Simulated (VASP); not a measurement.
# AlN (R-3m) in VASP: notebook

Runs on AlN. Level: PBE. Tasks: single point.

Program: VASP 6.6.1. These are calculated values, not measurements. Logs are shortened: lines on timing, memory, paths and dates and some standing lists are left out, and cuts for length are marked.

## 1. The cell of the first run

It takes space group R-3m (No. 166, trigonal). Conventional cell: a = 3.411 Å, b = 3.411 Å, c = 5.014 Å, α = 90.00°, β = 90.00°, γ = 120.00°. Al (site symmetry -3m) has 8 N at 2.14 to 2.51 Å and 6 Al at 2.58 Å within 2.8 Å. Within 2.8 Å of N (site symmetry -3m) lie 8 Al at 2.14 to 2.51 Å and 6 N at 2.58 Å.

## 2. Single point, PBE

INCAR reads:

```
ALGO     = Normal         # electronic algorithm
EDIFF    = 1E-6           # SCF threshold, eV
ENCUT    = 520            # plane-wave cutoff, eV
GGA      = PE             # functional
ISIF     = 2              # what is computed and relaxed
ISMEAR   = 0              # smearing method
LASPH    = T              # aspherical terms in the spheres
LCHARG   = F              # write CHGCAR
LREAL    = F              # projectors in reciprocal space
LWAVE    = F              # write WAVECAR
NBANDS   = 11             # bands
NELM     = 80             # most SCF steps
PREC     = Accurate       # precision mode
SIGMA    = 0.05           # smearing width, eV
```

KPOINTS reads:

```
k-points
0
Gamma
  10 10 10
```

POSCAR reads:

```
AlN
1.0
   -0.6432500846      1.7689377327      1.7689377327
    1.7689377327     -0.6432500846      1.7689377327
    1.7689377327      1.7689377327     -0.6432500846
Al N
1 1
Direct
    0.5000000000      0.5000000000      0.5000000000
    0.0000000000      0.0000000000      0.0000000000
```

Potentials or basis: VASP PAW PBE potentials, release 64 (Al, N).

On the command line:

```
cat potpaw_PBE.64/Al/POTCAR potpaw_PBE.64/N/POTCAR > POTCAR
mpirun -np 1 vasp_std > vasp.out
```

OUTCAR:

```text
EDIFF = 1E-6
   ENCUT = 520
   GGA = PE
   ISIF = 2
   ISMEAR = 0
   LASPH = T
   LREAL = F
   NELM = 80
   PREC = Accurate

 ion  position               nearest neighbor table
   1  0.500  0.500  0.500-   2 2.14   2 2.14   2 2.14   2 2.14   2 2.14   2 2.14   2 2.51   2 2.51

   2  0.000  0.000  0.000-   1 2.14   1 2.14   1 2.14   1 2.14   1 2.14   1 2.14   1 2.51   1 2.51

  LATTYP: Found a trigonal (rhomboedric) cell.
 ALAT       =     2.5830315669
 COS(alpha) =     0.1279069768

  Lattice vectors:

 A1 = (  -0.6432500846,   1.7689377327,   1.7689377327)
 A2 = (   1.7689377327,  -0.6432500846,   1.7689377327)
 A3 = (   1.7689377327,   1.7689377327,  -0.6432500846)

Analysis of symmetry for initial positions (statically):
=====================================================================
 Subroutine PRICEL returns:
 Original cell was already a primitive cell.

 Routine SETGRP: Setting up the symmetry group for a
 trigonal (rhombohedral) supercell.

 Subroutine GETGRP returns: Found 12 space group operations
 (whereof 12 operations were pure point group operations)
 out of a pool of 12 trial point group operations.

The static configuration has the point symmetry D_3d.

Analysis of symmetry for dynamics (positions and initial velocities):
=====================================================================
 Subroutine PRICEL returns:
 Original cell was already a primitive cell.

 Routine SETGRP: Setting up the symmetry group for a
 trigonal (rhombohedral) supercell.

 Subroutine GETGRP returns: Found 12 space group operations
 (whereof 12 operations were pure point group operations)
 out of a pool of 12 trial point group operations.

The dynamic configuration has the point symmetry D_3d.

 Subroutine INISYM returns: Found 12 space group operations
 (whereof 12 operations are pure point group operations),
 and found     1 'primitive' translations

----------------------------------------------------------------------------------------

                                     Primitive cell

  volume of cell :      16.8428

  direct lattice vectors                    reciprocal lattice vectors
    -0.643250085  1.768937733  1.768937733    -0.161218329  0.253343088  0.253343088
     1.768937733 -0.643250085  1.768937733     0.253343088 -0.161218329  0.253343088
     1.768937733  1.768937733 -0.643250085     0.253343088  0.253343088 -0.161218329

  length of vectors
     2.583031567  2.583031567  2.583031567     0.392882667  0.392882667  0.392882667

  position of ions in fractional coordinates (direct lattice)
     0.500000000  0.500000000  0.500000000
     0.000000000  0.000000000  0.000000000

  ion indices of the primitive-cell ions
   primitive index   ion index
                 1           1
                 2           2

----------------------------------------------------------------------------------------

 KPOINTS: k-points

Automatic generation of k-mesh.
 Grid dimensions read from file:
 generate k-points for:   10   10   10

 Generating k-lattice:

  Cartesian coordinates                     Fractional coordinates (reciprocal lattice)
    -0.016121833  0.025334309  0.025334309     0.100000000  0.000000000  0.000000000
     0.025334309 -0.016121833  0.025334309     0.000000000  0.100000000  0.000000000
     0.025334309  0.025334309 -0.016121833     0.000000000  0.000000000  0.100000000

  Length of vectors
     0.039288267  0.039288267  0.039288267

  Shift w.r.t. Gamma in fractional coordinates (k-lattice)
     0.000000000  0.000000000  0.000000000

 Subroutine IBZKPT returns following result:
 ===========================================

 Found    116 irreducible k-points:

 Following reciprocal coordinates:
            Coordinates               Weight
  0.000000  0.000000  0.000000      1.000000
  0.100000  0.000000  0.000000      6.000000
  0.200000  0.000000  0.000000      6.000000
  0.300000  0.000000  0.000000      6.000000
  0.400000  0.000000  0.000000      6.000000
  0.500000  0.000000  0.000000      3.000000
[... 16 lines left out ...]
  0.300000  0.300000  0.000000      6.000000
  0.400000  0.300000  0.000000     12.000000
 [... further k-points ...]
   k-points           NKPTS =    116   k-points in BZ     NKDIM =    116   number of bands    NBANDS=     11
   number of dos      NEDOS =    301   number of ions     NIONS =      2
   total plane-waves  NPLWV =   8000
   dimension x,y,z NGX =    20 NGY =   20 NGZ =   20
   dimension x,y,z NGXF=    40 NGYF=   40 NGZF=   40
   ions per type =               1   1
   NGX,Y,Z   is equivalent  to a cutoff of  12.87, 12.87, 12.87 a.u.
   NGXF,Y,Z  is equivalent  to a cutoff of  25.74, 25.74, 25.74 a.u.
 SYSTEM =  unknown system
   PREC   = accura    normal or accurate (medium, high low for compatibility)
   ISTART =      0    job   : 0-new  1-cont  2-samecut
   ICHARG =      2    charge: 1-file 2-atom 10-const
   ISPIN  =      1    spin polarized calculation?
   LNONCOLLINEAR =      F non collinear calculations
   LSORBIT =      F    spin-orbit coupling
   LASPH  =      T    aspherical Exc in radial PAW
   ENCUT  =  520.0 eV  38.22 Ry    6.18 a.u.   4.80  4.80  4.80*2*pi/ulx,y,z
   NELM   =     80;   NELMIN=  2; NELMDL= -5     # of ELM steps
   EDIFF  = 0.1E-05   stopping-criterion for ELM
   LREAL  =      F    real-space projection
   EDIFFG = 0.1E-04   stopping-criterion for IOM
   NSW    =      0    number of steps for IOM
   IBRION =     -1    ionic relax: 0-MD 1-quasi-New 2-CG
   NFREE  =      0    steps in history (QN), initial steepest desc. (CG)
   ISIF   =      2    stress and relaxation
   ISYM   =      2    0-nonsym 1-usesym 2-fastsym
   POTIM  = 0.5000    time-step for ionic-motion
   TEBEG  =    0.0;   TEEND  =   0.0 temperature during run
   PSTRESS=    0.0 pullay stress
   NELECT =       8.0000    total number of electrons
   NUPDOWN=      -1.0000    fix difference up-down
   EMIN   =  10.00;   EMAX   =-10.00  energy-range for DOS
   EFERMI =   0.00;   METHOD = LEGACY
   ISMEAR =     0;   SIGMA  =   0.05  broadening in eV -4-tet -1-fermi 0-gaus
   EFERMI_NEDOS =   21; number of points for ismear=-14 and -15
   IALGO  =     38    algorithm
   IMIX   =      4    mixing-type and parameters
     AMIX     =   0.40;   BMIX     =  1.00
     AMIX_MAG =   1.60;   BMIX_MAG =  1.00
  volume/ion in A,a.u.               =       8.42        56.83
  Fermi-wavevector in a.u.,A,eV,Ry     =   1.277321  2.413786 22.198561  1.631548
  Thomas-Fermi vector in A             =   2.409927
   LORBIT       =      0    0 simple, 1 ext, 2 COOP (PROOUT), +10 PAW based schemes
   GGA     = PE    functional components
   LHFCALC =     F    Hartree Fock is set to
   AEXX    =    0.0000 exact exchange contribution
   IVDW    =     0    specifies the selected vdW correction
   LEPSILON=     F    determine dielectric tensor
   LRPA    =     F    only Hartree local field effects (RPA)
 non-spin polarized calculation
 Gauss-broadening in eV      SIGMA  =   0.05
  energy-cutoff  :      520.00
  volume of cell :       16.84
 maximum number of plane-waves:       468
   NGX =  9   NGY =  9   NGZ =  9

 number of electron       8.0000001 magnetization

 Free energy of the ion-electron system (eV)
  ---------------------------------------------------
  ext. energy  EPLUGINS =         0.00000000
  ---------------------------------------------------
  free energy    TOTEN  =       -11.76367391 eV

  energy without entropy =      -11.76311742  energy(sigma->0) =      -11.76339567

 E-fermi :  11.3404     XC(G=0): -12.3114

 val. band max:       11.3047158240   @ k =   0.5000   0.4000   0.0000
 cond. band min:      11.3606924372   @ k =   0.5000   0.0000   0.0000
 fundamental gap:      0.0559766132
 Fermi energy:        11.3403827363

 k-point     1 :       0.0000    0.0000    0.0000
  band No.  band energies     occupation
      1      -7.3122      2.00000
      2       9.4348      2.00000
      3       9.4348      2.00000
      4      11.0125      2.00000
      5      13.0736      0.00000
      6      18.0887      0.00000
      7      18.0887      0.00000
      8      25.8220      0.00000
      9      28.7261      0.00000
     10      28.7261      0.00000
     11      32.0933      0.00000

 k-point     2 :       0.1000    0.0000    0.0000
  band No.  band energies     occupation
      1      -7.1354      2.00000
      2       8.3119      2.00000
      3       9.4925      2.00000
      4      10.7838      2.00000
      5      13.7739      0.00000
      6      18.3298      0.00000
      7      18.7533      0.00000
      8      25.8585      0.00000
      9      27.6256      0.00000
     10      28.6999      0.00000
     11      32.4189      0.00000

 k-point     3 :       0.2000    0.0000    0.0000
  band No.  band energies     occupation
      1      -6.6205      2.00000
      2       5.9923      2.00000
      3       9.6516      2.00000
      4      10.8449      2.00000
      5      14.6555      0.00000
      6      19.0367      0.00000
      7      19.7367      0.00000
      8      25.7614      0.00000
      9      26.2004      0.00000
     10      28.9474      0.00000
     11      32.8639      0.00000

 k-point     4 :       0.3000    0.0000    0.0000
  band No.  band energies     occupation
      1      -5.8295      2.00000
      2       3.6539      2.00000
      3       9.8662      2.00000
      4      11.0556      2.00000
      5      15.4338      0.00000
      6      19.9323      0.00000
      7      20.1460      0.00000
      8      24.1070      0.00000
      9      26.2232      0.00000
     10      30.1577      0.00000
     11      31.3146      0.00000
[... 239 lines left out ...]
 k-point    22 :      -0.2000    0.2000    0.0000
  band No.  band energies     occupation
      1      -5.8190      2.00000
      2       5.5026      2.00000
      3       6.8174      2.00000
      4      10.6727      2.00000
      5      16.4312      0.00000
      6      19.9985      0.00000
      7      20.0124      0.00000
      8      26.0660      0.00000
      9      26.3412      0.00000
     10      28.8585      0.00000
     11      31.5204      0.00000

 k-point    23 :       0.3000    0.3000    0.0000
  band No.  band energies     occupation
      1      -4.7109      2.00000
      2       5.1902      2.00000
      3       5.7406      2.00000
      4      10.8917      2.00000
      5      14.3225      0.00000
      6      18.0890      0.00000
      7      22.1578      0.00000
      8      23.8213      0.00000
      9      28.3339      0.00000
     10      29.2403      0.00000
     11      29.3691      0.00000

 k-point    24 :       0.4000    0.3000    0.0000
  band No.  band energies     occupation
      1      -3.9199      2.00000
      2       3.6011      2.00000
      3       6.0467      2.00000
      4      11.1292      2.00000
      5      13.2269      0.00000
      6      18.8420      0.00000
      7      22.1798      0.00000
      8      23.5173      0.00000
      9      27.4644      0.00000
     10      29.7043      0.00000
     11      30.3867      0.00000

 [... further k-points ...]
[... 5 lines left out ...]
  --------------------------------------------------------------------------------------
  -------------------------------------------------------------------------------------
  Total        1.1269616      1.1269616      1.1269616      2.1665563      2.1665563      2.1665563
  in kB      107.2025464    107.2025464    107.2025464    206.0942855    206.0942855    206.0942855
  external PRESSURE =     107.2025464 kB  Pullay stress =       0.0000000 kB

 VOLUME and BASIS-vectors are now :
 -----------------------------------------------------------------------------
  energy-cutoff  :      520.00
  volume of cell :       16.84
      direct lattice vectors                 reciprocal lattice vectors
    -0.643250085  1.768937733  1.768937733    -0.161218329  0.253343088  0.253343088
     1.768937733 -0.643250085  1.768937733     0.253343088 -0.161218329  0.253343088
     1.768937733  1.768937733 -0.643250085     0.253343088  0.253343088 -0.161218329

 POSITION                                       TOTAL-FORCE (eV/Angst)
 -----------------------------------------------------------------------------------
      1.44731      1.44731      1.44731        -0.000000     -0.000000      0.000000
      0.00000      0.00000      0.00000         0.000000      0.000000     -0.000000
 -----------------------------------------------------------------------------------
    total drift:                                0.000000     -0.000000     -0.000000

  FREE ENERGIE OF THE ION-ELECTRON SYSTEM (eV)
  ---------------------------------------------------
  free  energy   TOTEN  =       -11.7636739119 eV

  energy  without entropy=      -11.7631174225  energy(sigma->0) =      -11.76339567
```

Run time: 12 s. Hardware: 1 thread of Intel Xeon Platinum 8259CL at 2.50GHz (Skylake/Cascade Lake), shared host; peak memory 0.13 GiB.

Results:

| Item | Value |
| --- | --- |
| Free energy | -11.7637 eV |
| Pressure | 10.7 GPa |
| Band gap on the k mesh | zero (band 4 reaches 11.45 eV, above the bottom of band 5 at 10.89 eV) |

Levels at points of the mesh, in eV from the Fermi level:
```tsv
k point	band 2	band 3	band 4	band 5	band 6	band 7
(0.00, 0.00, 0.00)	-1.91	-1.91	-0.33	1.73	6.75	6.75
(0.50, 0.00, 0.00)	-10.35	-1.21	0.02	4.91	8.33	11.03
(0.50, 0.50, 0.00)	-7.96	-6.78	-0.88	0.22	9.50	10.50
(0.50, 0.50, 0.50)	-5.95	-4.65	-4.65	0.45	3.02	3.02
```

## 3. Single point, PBE

This run uses another cell than the first one, of the same volume but with other edges.

INCAR reads:

```
ALGO = Normal
EDIFF = 1E-7
ENCUT = 520
GGA = PE
ISIF = 2
ISMEAR = 0
LASPH = True
LCHARG = False
LREAL = False
LWAVE = False
NBANDS = 11
NELM = 80
PREC = Accurate
SIGMA = 0.05
```

KPOINTS is that of step 2.

POSCAR reads:

```
AlN
1.0
   -0.2147773904      1.9329965137      1.9329965137
    1.9329965137     -0.2147773904      1.9329965137
    1.9329965137      1.9329965137     -0.2147773904
Al N
1 1
Direct
    0.5000000000      0.5000000000      0.5000000000
    0.0000000000      0.0000000000      0.0000000000
```

Potentials or basis: VASP PAW PBE potentials, release 64 (Al, N).

On the command line:

```
cat potpaw_PBE.64/Al/POTCAR potpaw_PBE.64/N/POTCAR > POTCAR
mpirun -np 1 vasp_std > vasp.out
```

Run time: 14 s. Hardware: 1 thread of Intel Xeon Platinum 8259CL at 2.50GHz (Skylake/Cascade Lake), shared host; peak memory 0.13 GiB.

The run converged. Its results:

```yaml
Free_energy: -14.0539 eV
Pressure: 1.8 GPa
Band_gap_on_the_k_mesh: 1.94 eV, indirect (least direct gap 3.52 eV)
```

Stress tensor (GPa, compression positive):
```
 1.80 26.37 26.37
26.37  1.80 26.37
26.37 26.37  1.80
```

Levels at points of the mesh, in eV from the valence-band top:
```csv
k point,band 1,band 2,band 3,band 4,band 5,band 6,band 7,band 8
"(0.00, 0.00, 0.00)",-18.54,-1.72,-1.72,0.00,3.52,9.32,9.32,14.90
"(0.50, 0.00, 0.00)",-15.56,-9.71,-2.30,-1.12,4.99,9.71,10.75,12.44
"(0.50, 0.50, 0.00)",-14.29,-8.36,-4.94,-2.63,1.94,5.65,11.60,14.79
"(0.50, 0.50, 0.50)",-14.40,-8.18,-3.18,-3.18,2.85,7.28,7.28,12.16
```

(Part 1 of 2 ends here.)
